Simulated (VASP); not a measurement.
Set up this calculation in VASP 6.6.1, as the native input.

* Task: electric field gradients
* Functional: LDA
* Potentials or basis: VASP PAW LDA potentials, release 64 (B, N)
* Cutoff: 520 eV
* k mesh: 11 × 11 × 11
* Occupations: fermi-dirac, width 0.02 eV
* Spin: no spin polarisation
* Dipole correction: no
* Further INCAR settings: ALGO = Normal; EDIFF = 1e-08; NBANDS = 11

The structure of BN lies in POSCAR:

```
BN
1.0
    0.0000000000      1.7830713297      1.7830713297
    1.7830713297      0.0000000000      1.7830713297
    1.7830713297      1.7830713297      0.0000000000
B N
1 1
Direct
    0.0000000000      0.0000000000      0.0000000000
    0.7500000000      0.7500000000      0.7500000000
```

This cell differs from its parent crystal: volume scaled by 0.96.

The input as run:

INCAR

```
  PREC = Accurate
  ENCUT = 520
  EDIFF = 1E-8
  ISMEAR = -1
  SIGMA = 0.02
  LREAL = False
  LASPH = True
  NELM = 60
  ALGO = Normal
  ISIF = 2
  LWAVE = False
  LCHARG = False
  LEFG = True
  NBANDS = 11
```

KPOINTS

```
regular mesh
0
Gamma
  11 11 11
```

Potentials or basis: VASP PAW LDA potentials, release 64 (B, N).

The run is started by

```sh
$ cat potpaw_LDA.64/B/POTCAR potpaw_LDA.64/N/POTCAR > POTCAR
$ mpirun -np 1 vasp_std > vasp.out
```

Results of the run:

```json
{
 "Pressure": "6.0 GPa",
 "Band gap on the k mesh": "4.50 eV, indirect (least direct gap 8.88 eV)"
}
```

Caveat: without QUAD_EFG the Cq values of the log hold for a quadrupole moment of 1 mb, not for the nuclei.

It took 3.6 s on 1 thread of Intel(R) Xeon(R) 6975P-C (Granite Rapids), on a shared host, peak memory 0.11 GiB.
